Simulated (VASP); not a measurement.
# Be2SO3 (P4/mmm) in VASP: notebook

Runs on Be2SO3. Level: PBE. Tasks: single point, relaxation of cell and atoms.

All numbers are computed with VASP 6.6.1; they aren't measurements. Logs are shortened: lines on timing, memory, paths and dates and some standing lists are left out, and cuts for length are marked.

## 1. The cell of the first run

It takes space group P4/mmm (No. 123, tetragonal). The conventional cell has a = 2.459 Å, b = 2.459 Å, c = 8.958 Å, α = 90.00°, β = 90.00°, γ = 90.00°. Be (site symmetry 4mm) has 4 O at 1.74 Å within 2.3 Å. Within 3.2 Å of S (site symmetry 4/mmm) lie 4 S at 2.46 Å and 2 Be at 2.58 Å and 8 O at 3.15 Å. O (site symmetry 4mm) has 4 Be at 1.74 Å and 1 O at 1.85 Å within 2.3 Å. O (site symmetry 4/mmm) has 6 O at 1.85 to 2.46 Å within 2.5 Å.

## 2. Single point, PBE

INCAR

```
PREC = Accurate ; ENCUT = 520
EDIFF = 1E-6 ; ISMEAR = 0
SIGMA = 0.1 ; LREAL = False
LASPH = True ; NELM = 80
ALGO = Normal ; ISIF = 2
LWAVE = False ; LCHARG = False
GGA = PE ; NBANDS = 23
```

KPOINTS

```
regular mesh
0
Gamma
  6 6 2
```

POSCAR

```
Be2SO3
1.0
    2.4585179201      0.0000000000      0.0000000000
    0.0000000000      2.4585179201      0.0000000000
    0.0000000000      0.0000000000      8.9580150341
Be S O
2 1 3
Direct
    0.0000000000      0.0000000000      0.2876674136
    0.0000000000      0.0000000000      0.7123325864
    0.0000000000      0.0000000000      0.0000000000
    0.5000000000      0.5000000000      0.2934218056
    0.5000000000      0.5000000000      0.5000000000
    0.5000000000      0.5000000000      0.7065781944
```

Potentials or basis: VASP PAW PBE potentials, release 64 (Be, S, O).

Launch:

```bash
cat potpaw_PBE.64/Be/POTCAR potpaw_PBE.64/S/POTCAR potpaw_PBE.64/O/POTCAR > POTCAR
mpirun -np 1 vasp_std > vasp.out
```

OUTCAR:

```text
PREC = Accurate
   ENCUT = 520
   EDIFF = 1E-6
   ISMEAR = 0
   LREAL = False
   LASPH = True
   NELM = 80
   ISIF = 2
   GGA = PE

 ion  position               nearest neighbor table
   1  0.000  0.000  0.288-   4 1.74   4 1.74   4 1.74   4 1.74   3 2.58
   2  0.000  0.000  0.712-   6 1.74   6 1.74   6 1.74   6 1.74   3 2.58
   3  0.000  0.000  0.000-   1 2.58   2 2.58
   4  0.500  0.500  0.293-   1 1.74   1 1.74   1 1.74   1 1.74   5 1.85
   5  0.500  0.500  0.500-   4 1.85   6 1.85
   6  0.500  0.500  0.707-   2 1.74   2 1.74   2 1.74   2 1.74   5 1.85

  LATTYP: Found a simple tetragonal cell.
 ALAT       =     2.4585179201
 C/A-ratio  =     3.6436647302

  Lattice vectors:

 A1 = (   2.4585179201,   0.0000000000,   0.0000000000)
 A2 = (   0.0000000000,   2.4585179201,   0.0000000000)
 A3 = (   0.0000000000,   0.0000000000,   8.9580150341)

Analysis of symmetry for initial positions (statically):
=====================================================================
 Subroutine PRICEL returns:
 Original cell was already a primitive cell.

 Routine SETGRP: Setting up the symmetry group for a
 simple tetragonal supercell.

 Subroutine GETGRP returns: Found 16 space group operations
 (whereof 16 operations were pure point group operations)
 out of a pool of 16 trial point group operations.

The static configuration has the point symmetry D_4h.

Analysis of symmetry for dynamics (positions and initial velocities):
=====================================================================
 Subroutine PRICEL returns:
 Original cell was already a primitive cell.

 Routine SETGRP: Setting up the symmetry group for a
 simple tetragonal supercell.

 Subroutine GETGRP returns: Found 16 space group operations
 (whereof 16 operations were pure point group operations)
 out of a pool of 16 trial point group operations.

The dynamic configuration has the point symmetry D_4h.

 Subroutine INISYM returns: Found 16 space group operations
 (whereof 16 operations are pure point group operations),
 and found     1 'primitive' translations

----------------------------------------------------------------------------------------

                                     Primitive cell

  volume of cell :      54.1450

  direct lattice vectors                    reciprocal lattice vectors
     2.458517920  0.000000000  0.000000000     0.406749120  0.000000000  0.000000000
     0.000000000  2.458517920  0.000000000     0.000000000  0.406749120  0.000000000
     0.000000000  0.000000000  8.958015034     0.000000000  0.000000000  0.111631873

  length of vectors
     2.458517920  2.458517920  8.958015034     0.406749120  0.406749120  0.111631873

  position of ions in fractional coordinates (direct lattice)
     0.000000000  0.000000000  0.287667414
     0.000000000  0.000000000  0.712332586
     0.000000000  0.000000000  0.000000000
     0.500000000  0.500000000  0.293421806
     0.500000000  0.500000000  0.500000000
     0.500000000  0.500000000  0.706578194

  ion indices of the primitive-cell ions
   primitive index   ion index
                 1           1
                 2           2
                 3           3
                 4           4
                 5           5
                 6           6

----------------------------------------------------------------------------------------

 KPOINTS: regular mesh

Automatic generation of k-mesh.
 Grid dimensions read from file:
 generate k-points for:    6    6    2

 Generating k-lattice:

  Cartesian coordinates                     Fractional coordinates (reciprocal lattice)
     0.067791520  0.000000000  0.000000000     0.166666667  0.000000000  0.000000000
     0.000000000  0.067791520  0.000000000     0.000000000  0.166666667  0.000000000
     0.000000000  0.000000000  0.055815937     0.000000000  0.000000000  0.500000000

  Length of vectors
     0.067791520  0.067791520  0.055815937

  Shift w.r.t. Gamma in fractional coordinates (k-lattice)
     0.000000000  0.000000000  0.000000000

 Subroutine IBZKPT returns following result:
 ===========================================

 Found     20 irreducible k-points:

 Following reciprocal coordinates:
            Coordinates               Weight
  0.000000  0.000000  0.000000      1.000000
  0.166667  0.000000  0.000000      4.000000
  0.333333  0.000000  0.000000      4.000000
  0.500000  0.000000  0.000000      2.000000
  0.166667  0.166667  0.000000      4.000000
  0.333333  0.166667  0.000000      8.000000
[... 12 lines left out ...]
  0.500000  0.333333  0.500000      4.000000
  0.500000  0.500000  0.500000      1.000000
   k-points           NKPTS =     20   k-points in BZ     NKDIM =     20   number of bands    NBANDS=     23
   number of dos      NEDOS =    301   number of ions     NIONS =      6
   total plane-waves  NPLWV =  22680
   dimension x,y,z NGX =    18 NGY =   18 NGZ =   70
   dimension x,y,z NGXF=    36 NGYF=   36 NGZF=  140
   ions per type =               2   1   3
   NGX,Y,Z   is equivalent  to a cutoff of  12.17, 12.17, 12.99 a.u.
   NGXF,Y,Z  is equivalent  to a cutoff of  24.34, 24.34, 25.98 a.u.
 SYSTEM =  unknown system
   PREC   = accura    normal or accurate (medium, high low for compatibility)
   ISTART =      0    job   : 0-new  1-cont  2-samecut
   ICHARG =      2    charge: 1-file 2-atom 10-const
   ISPIN  =      1    spin polarized calculation?
   LNONCOLLINEAR =      F non collinear calculations
   LSORBIT =      F    spin-orbit coupling
   LASPH  =      T    aspherical Exc in radial PAW
   ENCUT  =  520.0 eV  38.22 Ry    6.18 a.u.   4.57  4.57 16.66*2*pi/ulx,y,z
   NELM   =     80;   NELMIN=  2; NELMDL= -5     # of ELM steps
   EDIFF  = 0.1E-05   stopping-criterion for ELM
   LREAL  =      F    real-space projection
   EDIFFG = 0.1E-04   stopping-criterion for IOM
   NSW    =      0    number of steps for IOM
   IBRION =     -1    ionic relax: 0-MD 1-quasi-New 2-CG
   NFREE  =      0    steps in history (QN), initial steepest desc. (CG)
   ISIF   =      2    stress and relaxation
   ISYM   =      2    0-nonsym 1-usesym 2-fastsym
   POTIM  = 0.5000    time-step for ionic-motion
   TEBEG  =    0.0;   TEEND  =   0.0 temperature during run
   PSTRESS=    0.0 pullay stress
   NELECT =      28.0000    total number of electrons
   NUPDOWN=      -1.0000    fix difference up-down
   EMIN   =  10.00;   EMAX   =-10.00  energy-range for DOS
   EFERMI =   0.00;   METHOD = LEGACY
   ISMEAR =     0;   SIGMA  =   0.10  broadening in eV -4-tet -1-fermi 0-gaus
   EFERMI_NEDOS =   21; number of points for ismear=-14 and -15
   IALGO  =     38    algorithm
   IMIX   =      4    mixing-type and parameters
     AMIX     =   0.40;   BMIX     =  1.00
     AMIX_MAG =   1.60;   BMIX_MAG =  1.00
  volume/ion in A,a.u.               =       9.02        60.90
  Fermi-wavevector in a.u.,A,eV,Ry     =   1.314038  2.483172 23.493131  1.726696
  Thomas-Fermi vector in A             =   2.444319
   LORBIT       =      0    0 simple, 1 ext, 2 COOP (PROOUT), +10 PAW based schemes
   GGA     = PE    functional components
   LHFCALC =     F    Hartree Fock is set to
   AEXX    =    0.0000 exact exchange contribution
   IVDW    =     0    specifies the selected vdW correction
   LEPSILON=     F    determine dielectric tensor
   LRPA    =     F    only Hartree local field effects (RPA)
 non-spin polarized calculation
 Gauss-broadening in eV      SIGMA  =   0.10
  energy-cutoff  :      520.00
  volume of cell :       54.15
 maximum number of plane-waves:      1509
   NGX =  9   NGY =  9   NGZ = 33

 number of electron      27.9999988 magnetization

 Free energy of the ion-electron system (eV)
  ---------------------------------------------------
  ext. energy  EPLUGINS =         0.00000000
  ---------------------------------------------------
  free energy    TOTEN  =       -31.74544951 eV

  energy without entropy =      -31.73560436  energy(sigma->0) =      -31.74052694

 E-fermi :   5.7352     XC(G=0): -11.0491

 val. band max:        5.7159308972   @ k =   0.1667   0.0000   0.5000
 cond. band min:       5.9280420201   @ k =   0.3333   0.0000   0.0000
 fundamental gap:      0.2121111229
 Fermi energy:         5.7352489516

 k-point     1 :       0.0000    0.0000    0.0000
  band No.  band energies     occupation
      1     -15.9298      2.00000
      2     -15.2264      2.00000
      3     -11.9040      2.00000
      4     -10.1774      2.00000
      5      -2.6681      2.00000
      6       1.1385      2.00000
[... 15 lines left out ...]
     22      18.8238      0.00000
     23      20.1953      0.00000

 k-point     2 :       0.1667    0.0000    0.0000
  band No.  band energies     occupation
      1     -15.6716      2.00000
      2     -14.9857      2.00000
      3     -11.6580      2.00000
      4      -9.6384      2.00000
      5      -2.2640      2.00000
      6       0.4323      2.00000
[... 15 lines left out ...]
     22      17.9182      0.00000
     23      19.1384      0.00000

 k-point     3 :       0.3333    0.0000    0.0000
  band No.  band energies     occupation
      1     -15.0861      2.00000
      2     -14.4417      2.00000
      3     -11.1259      2.00000
      4      -8.1350      2.00000
      5      -1.9283      2.00000
      6      -1.7559      2.00000
[... 15 lines left out ...]
     22      17.4168      0.00000
     23      18.6028      0.00000
[... 391 lines left out ...]
 k-point    19 :       0.5000    0.3333    0.5000
  band No.  band energies     occupation
      1     -13.7310      2.00000
      2     -13.0539      2.00000
      3     -10.1093      2.00000
      4      -4.6396      2.00000
      5      -2.7230      2.00000
      6      -2.3379      2.00000
[... 15 lines left out ...]
     22      15.4648      0.00000
     23      16.0355      0.00000

 k-point    20 :       0.5000    0.5000    0.5000
  band No.  band energies     occupation
      1     -13.3082      2.00000
      2     -12.5928      2.00000
      3      -9.8175      2.00000
      4      -3.0429      2.00000
      5      -2.6027      2.00000
      6      -2.6027      2.00000
[... 15 lines left out ...]
     22      14.4042      0.00000
     23      15.8284      0.00000

------------------------ aborting loop because EDIFF is reached ----------------------------------------

  FORCE on cell =-STRESS in cart. coord.  units (eV):
  Direction    XX          YY          ZZ          XY          YZ          ZX
  --------------------------------------------------------------------------------------
  -------------------------------------------------------------------------------------
  Total        0.0515987      0.0515987     -0.0198236      0.0000000      0.0000000     -0.0000000
  in kB        1.5268301      1.5268301     -0.5865904      0.0000000      0.0000000     -0.0000000
  external PRESSURE =       0.8223566 kB  Pullay stress =       0.0000000 kB

 VOLUME and BASIS-vectors are now :
 -----------------------------------------------------------------------------
  energy-cutoff  :      520.00
  volume of cell :       54.15
      direct lattice vectors                 reciprocal lattice vectors
     2.458517920  0.000000000  0.000000000     0.406749120  0.000000000  0.000000000
     0.000000000  2.458517920  0.000000000     0.000000000  0.406749120  0.000000000
     0.000000000  0.000000000  8.958015034     0.000000000  0.000000000  0.111631873

 POSITION                                       TOTAL-FORCE (eV/Angst)
 -----------------------------------------------------------------------------------
      0.00000      0.00000      2.57693         0.000000      0.000000     -0.001191
      0.00000      0.00000      6.38109        -0.000000      0.000000      0.001191
      0.00000      0.00000      0.00000         0.000000      0.000000      0.000000
      1.22926      1.22926      2.62848         0.000000      0.000000     -0.008300
      1.22926      1.22926      4.47901         0.000000      0.000000      0.000000
      1.22926      1.22926      6.32954         0.000000      0.000000      0.008300
 -----------------------------------------------------------------------------------
    total drift:                                0.000000     -0.000000      0.000000

  FREE ENERGIE OF THE ION-ELECTRON SYSTEM (eV)
  ---------------------------------------------------
  free  energy   TOTEN  =       -31.7454495093 eV

  energy  without entropy=      -31.7356043638  energy(sigma->0) =      -31.74052694
```

Run time: 22 s. Hardware: 1 thread of AMD EPYC 7R43 (Zen 3), shared host; peak memory 0.13 GiB.

What came out:

```yaml
Free_energy: -31.7454 eV
Pressure: 0.1 GPa
Largest_force: 0.008 eV/Å
Band_gap_on_the_k_mesh: zero (band 14 reaches 6.95 eV, above the bottom of band 15 at 3.99 eV)
```

Forces on the atoms (eV/Å):
```
Be   0.000  0.000 -0.001
Be   0.000  0.000  0.001
S    0.000  0.000  0.000
O    0.000  0.000 -0.008
O    0.000  0.000  0.000
O    0.000  0.000  0.008
```

Stress tensor (GPa, compression positive):
```
 0.15  0.00  0.00
 0.00  0.15  0.00
 0.00  0.00 -0.06
```

Caveat: the k points lie up to 0.43 Å⁻¹ apart.

(Part 1 of 2 ends here.)
